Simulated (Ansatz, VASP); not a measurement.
**TaN in VASP and in Ansatz**

```
Ta N
1.0
     0.00000    2.22887    2.22887
     2.18784    0.04102    2.18784
     2.18784    2.18784    0.04102
Ta N
1 1
Direct
  0.50000 0.50000 0.50000
  0.00000 0.00000 0.00000
```

Change from the starting cell: strain +0.0375 x Voigt [0, 0, 0, 1, 0, 0], atoms carried along.

Alike in both runs: task single point; functional PBEsol; k mesh 24 × 24 × 24; occupations gaussian, width 0.15 eV; no spin polarisation.

|  | VASP | Ansatz |
| --- | --- | --- |
| version | VASP 6.6.1 | Ansatz 0.2.0 |
| potentials or method | VASP PAW PBE potentials, release 64 (Ta_pv, N), cutoff 520 eV | scalar-relativistic, plane waves, PAW |
| valence electrons in the cell | 16 | 18 |

|  | VASP | Ansatz | Ansatz less VASP |
| --- | --- | --- | --- |
| gap on the k mesh at the Fermi level (eV) | none | none | - |
| pressure (GPa) | 1.2 | 0.2 | -0.99 |
| traceless stress, the component that is largest in VASP (GPa) | -2.49 | -2.50 | -0.014 |

VASP's potentials were made for PBE, not for PBEsol. A gap of «none» marks a metal or a gap that the smearing closes. VASP's potentials hold 16 valence electrons a cell and Ansatz's 18, so a difference there can come from the potentials and not from the codes.

Spin-orbit coupling is off throughout.
